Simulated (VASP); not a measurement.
# AgCl (I4/mmm) in VASP: notebook, part 2 of 2

VASP 6.6.1. Earlier steps stand in the parts before.

## Step 3: Single point, r2SCAN (strain +0.030 along x and y, +0.000 along z)

Contents of POSCAR:

```
AgCl
1.0
    0.0000000000      2.8563445000      2.7731500000
    2.8563445000      0.0000000000      2.7731500000
    2.8563445000      2.8563445000      0.0000000000
Ag Cl
1 1
Direct
    0.5000000000      0.5000000000      0.5000000000
    0.0000000000      0.0000000000      0.0000000000
```

Contents of INCAR.step1:

```
SYSTEM = AgCl
PREC = Accurate ; ENCUT = 520
ISMEAR = 0 ; SIGMA = 0.05
LREAL = .False. ; LASPH = .True.
NELM = 60 ; NBANDS = 16
GGA = PE ; ALGO = Normal
EDIFF = 1E-4 ; LWAVE = .True.
LCHARG = .False.
```

Contents of INCAR.step2:

```
SYSTEM = AgCl
PREC = Accurate ; ENCUT = 520
EDIFF = 1E-6 ; ISMEAR = 0
SIGMA = 0.05 ; LREAL = .False.
LASPH = .True. ; NELM = 60
ALGO = Normal ; ISIF = 2
LWAVE = .False. ; LCHARG = .False.
METAGGA = R2SCAN ; LMIXTAU = .True.
NBANDS = 16 ; ISTART = 1
```

Contents of KPOINTS:

```
Automatic mesh
0
Gamma
  8 8 8
  0 0 0
```

Potentials or basis: VASP PAW PBE potentials, release 64 (Ag, Cl).

Launch:

```bash
> cat potpaw_PBE.64/Ag/POTCAR potpaw_PBE.64/Cl/POTCAR > POTCAR
> cp INCAR.step1 INCAR
> mpirun -np 1 vasp_std > vasp.out
> cp INCAR.step2 INCAR
> mpirun -np 1 vasp_std > vasp.out
```

OUTCAR:

```text
SYSTEM = AgCl
   PREC = Accurate
   ENCUT = 520
   EDIFF = 1E-6
   ISMEAR = 0
   LREAL = .False.
   LASPH = .True.
   NELM = 60
   ISIF = 2
   METAGGA = R2SCAN
   ISTART = 1

 ion  position               nearest neighbor table
   1  0.500  0.500  0.500-   2 2.77   2 2.77   2 2.86   2 2.86   2 2.86   2 2.86
   2  0.000  0.000  0.000-   1 2.77   1 2.77   1 2.86   1 2.86   1 2.86   1 2.86

  LATTYP: Found a body centered tetragonal cell.
 ALAT       =     4.0394811307
 C/A-ratio  =     1.3730228761

  Lattice vectors:

[... 645 lines left out ...]

  FORCE on cell =-STRESS in cart. coord.  units (eV):
  Direction    XX          YY          ZZ          XY          YZ          ZX
  --------------------------------------------------------------------------------------
  -------------------------------------------------------------------------------------
  Total       -0.7686444     -0.7686444     -0.6655380      0.0000000      0.0000000      0.0000000
  in kB      -27.2151984    -27.2151984    -23.5645374      0.0000000      0.0000000      0.0000000
  external PRESSURE =     -25.9983114 kB  Pullay stress =       0.0000000 kB

 VOLUME and BASIS-vectors are now :
 -----------------------------------------------------------------------------
  energy-cutoff  :      520.00
  volume of cell :       45.25
      direct lattice vectors                 reciprocal lattice vectors
     0.000000000  2.856344500  2.773150000    -0.175048913  0.175048913  0.180300380
     2.856344500  0.000000000  2.773150000     0.175048913 -0.175048913  0.180300380
     2.856344500  2.856344500  0.000000000     0.175048913  0.175048913 -0.180300380

 POSITION                                       TOTAL-FORCE (eV/Angst)
 -----------------------------------------------------------------------------------
      2.85634      2.85634      2.77315        -0.000000     -0.000000     -0.000000
      0.00000      0.00000      0.00000         0.000000      0.000000      0.000000
 -----------------------------------------------------------------------------------
    total drift:                                0.000000      0.000000      0.000000

  FREE ENERGIE OF THE ION-ELECTRON SYSTEM (eV)
  ---------------------------------------------------
  free  energy   TOTEN  =       -28.6197514052 eV

  energy  without entropy=      -28.6197514052  energy(sigma->0) =      -28.61975141
```

OSZICAR.step1:

```text
N       E                     dE             d eps       ncg     rms          rms(c)
DAV:   1     0.923260783974E+02    0.92326E+02   -0.85823E+03  1888   0.101E+03
DAV:   2    -0.245887344253E+01   -0.94785E+02   -0.86939E+02  2384   0.213E+02
DAV:   3    -0.557810573995E+01   -0.31192E+01   -0.31108E+01  2360   0.398E+01
DAV:   4    -0.559410769489E+01   -0.16002E-01   -0.16001E-01  2408   0.331E+00
DAV:   5    -0.559429123024E+01   -0.18354E-03   -0.18353E-03  2368   0.352E-01    0.525E+00
DAV:   6    -0.540158392103E+01    0.19271E+00   -0.26207E-01  2424   0.646E+00    0.344E+00
DAV:   7    -0.539738645389E+01    0.41975E-02   -0.96097E-02  2336   0.208E+00    0.184E+00
DAV:   8    -0.539674416304E+01    0.64229E-03   -0.51920E-03  2264   0.728E-01    0.289E-01
DAV:   9    -0.539682803541E+01   -0.83872E-04   -0.49717E-04  2400   0.296E-01
   1 F= -.53968280E+01 E0= -.53968280E+01  d E =-.184125E-14
```

Wall time 1.9 min (1 thread of AMD EPYC 9R45 (Zen 5), shared host); peak memory 0.16 GiB.

Results:

| Item | Value |
| --- | --- |
| Free energy | -28.6198 eV |
| Pressure | -2.6 GPa |
| Band gap on the k mesh | 1.35 eV (least direct gap 3.51 eV) |

Stress tensor (GPa, compression positive):
```
-2.72  0.00  0.00
 0.00 -2.72  0.00
 0.00  0.00 -2.36
```

Caveat: the cell differs from its parent crystal (strain +0.030 along x and y, +0.000 along z); the PAW data sets were made with another functional, which shifts forces and pressure a little. A k mesh can miss the band edges.

## Step 4: Single point, r2SCAN (strain +0.015 along x and y, +0.030 along z)

Contents of POSCAR:

```
AgCl
1.0
    0.0000000000      2.8147472500      2.8563445000
    2.8147472500      0.0000000000      2.8563445000
    2.8147472500      2.8147472500      0.0000000000
Ag Cl
1 1
Direct
    0.5000000000      0.5000000000      0.5000000000
    0.0000000000      0.0000000000      0.0000000000
```

Contents of INCAR.step1:

```
ALGO = Normal
EDIFF = 1E-4
ENCUT = 520
GGA = PE
ISMEAR = 0
LASPH = T
LCHARG = F
LREAL = F
LWAVE = T
NBANDS = 16
NELM = 60
PREC = Accurate
SIGMA = 0.05
```

Contents of INCAR.step2:

```
ALGO = Normal
EDIFF = 1E-7
ENCUT = 520
ISIF = 2
ISMEAR = 0
ISTART = 1
LASPH = T
LCHARG = F
LMIXTAU = T
LREAL = F
LWAVE = F
METAGGA = R2SCAN
NBANDS = 16
NELM = 60
PREC = Accurate
SIGMA = 0.05
```

Contents of KPOINTS:

```
k-points
0
Gamma
  8 8 8
```

Launch:

```bash
> cat potpaw_PBE.64/Ag/POTCAR potpaw_PBE.64/Cl/POTCAR > POTCAR
> cp INCAR.step1 INCAR
> mpirun -np 1 vasp_std > vasp.out
> cp INCAR.step2 INCAR
> mpirun -np 1 vasp_std > vasp.out
```

It took 2.1 min on 1 thread of AMD EPYC 9R45 (Zen 5), shared host; peak memory 0.16 GiB.

It converged, with:

```yaml
Free_energy: -28.6203 eV
Pressure: -2.7 GPa
Band_gap_on_the_k_mesh: 1.39 eV (least direct gap 3.51 eV)
```

Stress tensor (GPa, compression positive):
```
-2.60  0.00  0.00
 0.00 -2.60  0.00
 0.00  0.00 -2.78
```

Levels at points of the mesh, in eV from the valence-band top:
| k point | band 5 | band 6 | band 7 | band 8 | band 9 | band 10 | band 11 | band 12 | band 13 | band 14 |
| --- | --- | --- | --- | --- | --- | --- | --- | --- | --- | --- |
| (0.00, 0.00, 0.00) | -2.24 | -2.24 | -2.21 | -2.20 | -2.20 | 1.39 | 11.28 | 11.33 | 11.33 | 12.76 |
| (0.50, 0.00, 0.00) | -1.94 | -1.94 | -1.65 | -0.09 | 0.00 | 4.81 | 6.79 | 8.26 | 8.40 | 13.79 |
| (0.50, 0.50, 0.00) | -2.53 | -2.05 | -1.84 | -1.84 | -1.77 | 2.98 | 8.43 | 8.89 | 12.05 | 12.05 |
| (0.50, 0.00, 0.50) | -2.52 | -2.04 | -1.85 | -1.83 | -1.76 | 2.97 | 8.34 | 9.03 | 11.83 | 12.06 |

Caveat: the cell differs from its parent crystal (strain +0.015 along x and y, +0.030 along z); the PAW data sets were made with another functional, which shifts forces and pressure a little. A k mesh can miss the band edges.

## Step 5: Single point, r2SCAN (strain +0.030 along x and y, +0.015 along z)

Contents of POSCAR:

```
AgCl
1.0
    0.0000000000      2.8563445000      2.8147472500
    2.8563445000      0.0000000000      2.8147472500
    2.8563445000      2.8563445000      0.0000000000
Ag Cl
1 1
Direct
    0.5000000000      0.5000000000      0.5000000000
    0.0000000000      0.0000000000      0.0000000000
```

Contents of INCAR.step1:

```
SYSTEM = AgCl
ALGO     = Normal         ! electronic algorithm
EDIFF    = 1E-4           ! SCF threshold, eV
ENCUT    = 520            ! plane-wave cutoff, eV
GGA      = PE             ! functional
ISMEAR   = 0              ! smearing method
LASPH    = .True.         ! aspherical terms in the spheres
LCHARG   = .False.        ! write CHGCAR
LREAL    = .False.        ! projectors in reciprocal space
LWAVE    = .True.         ! write WAVECAR
NBANDS   = 16             ! bands
NELM     = 100            ! most SCF steps
PREC     = Accurate       ! precision mode
SIGMA    = 0.05           ! smearing width, eV
```

Contents of INCAR.step2:

```
SYSTEM = AgCl
ALGO     = Normal         ! electronic algorithm
EDIFF    = 1E-6           ! SCF threshold, eV
ENCUT    = 520            ! plane-wave cutoff, eV
ISIF     = 2              ! what is computed and relaxed
ISMEAR   = 0              ! smearing method
ISTART   = 1            
LASPH    = .True.         ! aspherical terms in the spheres
LCHARG   = .True.         ! write CHGCAR
LELF     = .True.         ! ELF
LMIXTAU  = .True.       
LREAL    = .False.        ! projectors in reciprocal space
LVHAR    = .True.       
LWAVE    = .False.        ! write WAVECAR
METAGGA  = R2SCAN         ! meta-GGA
NBANDS   = 16             ! bands
NELM     = 100            ! most SCF steps
PREC     = Accurate       ! precision mode
SIGMA    = 0.05           ! smearing width, eV
```

Contents of KPOINTS:

```
k-points
0
Gamma
  8 8 8
  0 0 0
```

Potentials or basis: VASP PAW PBE potentials, release 64 (Ag, Cl).

Launch:

```bash
> cat potpaw_PBE.64/Ag/POTCAR potpaw_PBE.64/Cl/POTCAR > POTCAR
> cp INCAR.step1 INCAR
> mpirun -np 1 vasp_std > vasp.out
> cp INCAR.step2 INCAR
> mpirun -np 1 vasp_std > vasp.out
```

OUTCAR:

```text
SYSTEM = AgCl
   EDIFF = 1E-6
   ENCUT = 520
   ISIF = 2
   ISMEAR = 0
   ISTART = 1
   LASPH = .True.
   LREAL = .False.
   METAGGA = R2SCAN
   NELM = 100
   PREC = Accurate

 ion  position               nearest neighbor table
   1  0.500  0.500  0.500-   2 2.81   2 2.81   2 2.86   2 2.86   2 2.86   2 2.86
   2  0.000  0.000  0.000-   1 2.81   1 2.81   1 2.86   1 2.86   1 2.86   1 2.86

  LATTYP: Found a body centered tetragonal cell.
 ALAT       =     4.0394811307
 C/A-ratio  =     1.3936182192

  Lattice vectors:

 A1 = (   0.0000000000,  -2.8563445000,  -2.8147472500)
 A2 = (   0.0000000000,   2.8563445000,  -2.8147472500)
 A3 = (   2.8563445000,   0.0000000000,   2.8147472500)

Analysis of symmetry for initial positions (statically):
=====================================================================
 Subroutine PRICEL returns:
 Original cell was already a primitive cell.

 Routine SETGRP: Setting up the symmetry group for a
 body centered tetragonal supercell.

 Subroutine GETGRP returns: Found 16 space group operations
 (whereof 16 operations were pure point group operations)
 out of a pool of 16 trial point group operations.

The static configuration has the point symmetry D_4h.

Analysis of symmetry for dynamics (positions and initial velocities):
=====================================================================
 Subroutine PRICEL returns:
 Original cell was already a primitive cell.

 Routine SETGRP: Setting up the symmetry group for a
 body centered tetragonal supercell.

 Subroutine GETGRP returns: Found 16 space group operations
 (whereof 16 operations were pure point group operations)
 out of a pool of 16 trial point group operations.

The dynamic configuration has the point symmetry D_4h.

 Subroutine INISYM returns: Found 16 space group operations
 (whereof 16 operations are pure point group operations),
 and found     1 'primitive' translations

----------------------------------------------------------------------------------------

                                     Primitive cell

  volume of cell :      45.9294

  direct lattice vectors                    reciprocal lattice vectors
     0.000000000  2.856344500  2.814747250    -0.175048913  0.175048913  0.177635843
     2.856344500  0.000000000  2.814747250     0.175048913 -0.175048913  0.177635843
     2.856344500  2.856344500  0.000000000     0.175048913  0.175048913 -0.177635843

  length of vectors
     4.010175306  4.010175306  4.039481131     0.304694497  0.304694497  0.304694497

  position of ions in fractional coordinates (direct lattice)
     0.500000000  0.500000000  0.500000000
     0.000000000  0.000000000  0.000000000

  ion indices of the primitive-cell ions
   primitive index   ion index
                 1           1
                 2           2

----------------------------------------------------------------------------------------

 KPOINTS: k-points

Automatic generation of k-mesh.
 Grid dimensions read from file:
 generate k-points for:    8    8    8

 Generating k-lattice:

  Cartesian coordinates                     Fractional coordinates (reciprocal lattice)
    -0.021881114  0.021881114  0.022204480     0.125000000 -0.000000000  0.000000000
     0.021881114 -0.021881114  0.022204480    -0.000000000  0.125000000  0.000000000
     0.021881114  0.021881114 -0.022204480     0.000000000  0.000000000  0.125000000

  Length of vectors
     0.038086812  0.038086812  0.038086812

  Shift w.r.t. Gamma in fractional coordinates (k-lattice)
     0.000000000  0.000000000  0.000000000

 Subroutine IBZKPT returns following result:
 ===========================================

 Found     59 irreducible k-points:

 Following reciprocal coordinates:
            Coordinates               Weight
  0.000000  0.000000  0.000000      1.000000
  0.125000 -0.000000  0.000000      8.000000
  0.250000 -0.000000  0.000000      8.000000
  0.375000  0.000000  0.000000      8.000000
  0.500000 -0.000000  0.000000      4.000000
  0.125000  0.125000  0.000000      2.000000
[... 16 lines left out ...]
  0.250000 -0.000000  0.125000     16.000000
  0.375000  0.000000  0.125000     16.000000
 [... further k-points ...]
   k-points           NKPTS =     59   k-points in BZ     NKDIM =     59   number of bands    NBANDS=     16
   number of dos      NEDOS =    301   number of ions     NIONS =      2
   total plane-waves  NPLWV =  27000
   dimension x,y,z NGX =    30 NGY =   30 NGZ =   30
   dimension x,y,z NGXF=    60 NGYF=   60 NGZF=   60
   ions per type =               1   1
   NGX,Y,Z   is equivalent  to a cutoff of  12.44, 12.44, 12.35 a.u.
   NGXF,Y,Z  is equivalent  to a cutoff of  24.87, 24.87, 24.69 a.u.
 SYSTEM =  AgCl
   PREC   = accura    normal or accurate (medium, high low for compatibility)
   ISTART =      1    job   : 0-new  1-cont  2-samecut
   ICHARG =      0    charge: 1-file 2-atom 10-const
   ISPIN  =      1    spin polarized calculation?
   LNONCOLLINEAR =      F non collinear calculations
   LSORBIT =      F    spin-orbit coupling
   LASPH  =      T    aspherical Exc in radial PAW
   ENCUT  =  520.0 eV  38.22 Ry    6.18 a.u.   7.46  7.46  7.51*2*pi/ulx,y,z
   NELM   =    100;   NELMIN=  2; NELMDL=  0     # of ELM steps
   EDIFF  = 0.1E-05   stopping-criterion for ELM
   LREAL  =      F    real-space projection
   EDIFFG = 0.1E-04   stopping-criterion for IOM
   NSW    =      0    number of steps for IOM
   IBRION =     -1    ionic relax: 0-MD 1-quasi-New 2-CG
   NFREE  =      0    steps in history (QN), initial steepest desc. (CG)
   ISIF   =      2    stress and relaxation
   ISYM   =      2    0-nonsym 1-usesym 2-fastsym
   POTIM  = 0.5000    time-step for ionic-motion
   TEBEG  =    0.0;   TEEND  =   0.0 temperature during run
   PSTRESS=    0.0 pullay stress
   NELECT =      18.0000    total number of electrons
   NUPDOWN=      -1.0000    fix difference up-down
   EMIN   =  10.00;   EMAX   =-10.00  energy-range for DOS
   EFERMI =   0.00;   METHOD = LEGACY
   ISMEAR =     0;   SIGMA  =   0.05  broadening in eV -4-tet -1-fermi 0-gaus
   EFERMI_NEDOS =   21; number of points for ismear=-14 and -15
   IALGO  =     38    algorithm
   IMIX   =      4    mixing-type and parameters
     AMIX     =   0.40;   BMIX     =  1.00
     AMIX_MAG =   1.60;   BMIX_MAG =  1.00
  volume/ion in A,a.u.               =      22.96       154.97
  Fermi-wavevector in a.u.,A,eV,Ry     =   1.198033  2.263954 19.528214  1.435283
  Thomas-Fermi vector in A             =   2.333933
   LORBIT       =      0    0 simple, 1 ext, 2 COOP (PROOUT), +10 PAW based schemes
   METAGGA = R2SCAN    functional components
   LHFCALC =     F    Hartree Fock is set to
   AEXX    =    0.0000 exact exchange contribution
   IVDW    =     0    specifies the selected vdW correction
   LEPSILON=     F    determine dielectric tensor
   LRPA    =     F    only Hartree local field effects (RPA)
 non-spin polarized calculation
 Gauss-broadening in eV      SIGMA  =   0.05
  energy-cutoff  :      520.00
  volume of cell :       45.93
 maximum number of plane-waves:      1255
 NGX is ok and might be reduce to    30
   NGX = 15   NGY = 15   NGZ = 15

 number of electron      17.9999996 magnetization

 Free energy of the ion-electron system (eV)
  ---------------------------------------------------
  ext. energy  EPLUGINS =         0.00000000
  ---------------------------------------------------
  free energy    TOTEN  =       -28.60849399 eV

  energy without entropy =      -28.60849399  energy(sigma->0) =      -28.60849399

 E-fermi :   2.9072     XC(G=0): -10.1034

 val. band max:        2.6666925096   @ k =   0.5000  -0.0000   0.0000
 cond. band min:       4.0621838849   @ k =   0.0000   0.0000   0.0000
 fundamental gap:      1.3954913753
 Fermi energy:         2.9072350184

 k-point     1 :       0.0000    0.0000    0.0000
  band No.  band energies     occupation
      1     -12.7013      2.00000
      2       0.4603      2.00000
      3       0.4604      2.00000
      4       0.4604      2.00000
      5       0.4867      2.00000
      6       0.5060      2.00000
[... 8 lines left out ...]
     15      16.2750      0.00000
     16      16.2750      0.00000
[... 419 lines left out ...]
 k-point    24 :       0.3750    0.0000    0.1250
  band No.  band energies     occupation
      1     -12.4281      2.00000
      2      -1.6271      2.00000
      3      -0.9563      2.00000
      4      -0.8097      2.00000
      5       0.6057      2.00000
      6       0.7431      2.00000
[... 8 lines left out ...]
     15      16.9123      0.00000
     16      17.0540      0.00000

 [... further k-points ...]

------------------------ aborting loop because EDIFF is reached ----------------------------------------

  FORCE on cell =-STRESS in cart. coord.  units (eV):
  Direction    XX          YY          ZZ          XY          YZ          ZX
  --------------------------------------------------------------------------------------
  -------------------------------------------------------------------------------------
  Total       -0.9215350     -0.9215350     -0.8850309      0.0000000      0.0000000      0.0000000
  in kB      -32.1463619    -32.1463619    -30.8729717      0.0000000      0.0000000      0.0000000
  external PRESSURE =     -31.7218985 kB  Pullay stress =       0.0000000 kB

 VOLUME and BASIS-vectors are now :
 -----------------------------------------------------------------------------
  energy-cutoff  :      520.00
  volume of cell :       45.93
      direct lattice vectors                 reciprocal lattice vectors
     0.000000000  2.856344500  2.814747250    -0.175048913  0.175048913  0.177635843
     2.856344500  0.000000000  2.814747250     0.175048913 -0.175048913  0.177635843
     2.856344500  2.856344500  0.000000000     0.175048913  0.175048913 -0.177635843

 POSITION                                       TOTAL-FORCE (eV/Angst)
 -----------------------------------------------------------------------------------
      2.85634      2.85634      2.81475        -0.000000      0.000000      0.000000
      0.00000      0.00000      0.00000         0.000000     -0.000000      0.000000
 -----------------------------------------------------------------------------------
    total drift:                                0.000000      0.000000      0.000000

  FREE ENERGIE OF THE ION-ELECTRON SYSTEM (eV)
  ---------------------------------------------------
  free  energy   TOTEN  =       -28.6084939929 eV

  energy  without entropy=      -28.6084939929  energy(sigma->0) =      -28.60849399
```

It took 1.9 min on 1 thread of AMD EPYC 9R45 (Zen 5), shared host; peak memory 0.16 GiB.

Results:

- Free energy: -28.6085 eV
- Pressure: -3.2 GPa
- Band gap on the k mesh: 1.40 eV (least direct gap 3.47 eV)

Stress tensor (GPa, compression positive):
```
-3.21  0.00  0.00
 0.00 -3.21  0.00
 0.00  0.00 -3.09
```

Caveat: the cell differs from its parent crystal (strain +0.030 along x and y, +0.015 along z); the cell stands under tension; the PAW data sets were made with another functional, which shifts forces and pressure a little. A k mesh can miss the band edges.

## Step 6: Overview

| cell | gap on the mesh (eV) | pressure (GPa) |
| --- | --- | --- |
| a = 3.951, b = 3.951, c = 3.981 Å, angles 59.8, 59.8, 60.5°, 2 atoms | 1.38 | -1.5 |
| a = 3.981, b = 3.981, c = 4.039 Å, angles 59.5, 59.5, 61.0°, 2 atoms | 1.35 | -2.6 |
| a = 4.010, b = 4.010, c = 3.981 Å, angles 60.2, 60.2, 59.5°, 2 atoms | 1.39 | -2.7 |
| a = 4.010, b = 4.010, c = 4.039 Å, angles 59.8, 59.8, 60.5°, 2 atoms | 1.40 | -3.2 |

Alike in all rows: task single point; level r2SCAN; potentials or basis VASP PAW PBE potentials, release 64 (Ag, Cl); no spin polarisation; k mesh 8 × 8 × 8; cutoff (eV) 520; smearing gaussian 0.05 eV.

Caveats: the PAW data sets were made with another functional, which shifts forces and pressure a little; the cell stands under tension (at least some runs).

Total energies depend on the potentials used, so only differences within one code and one set of settings carry meaning.
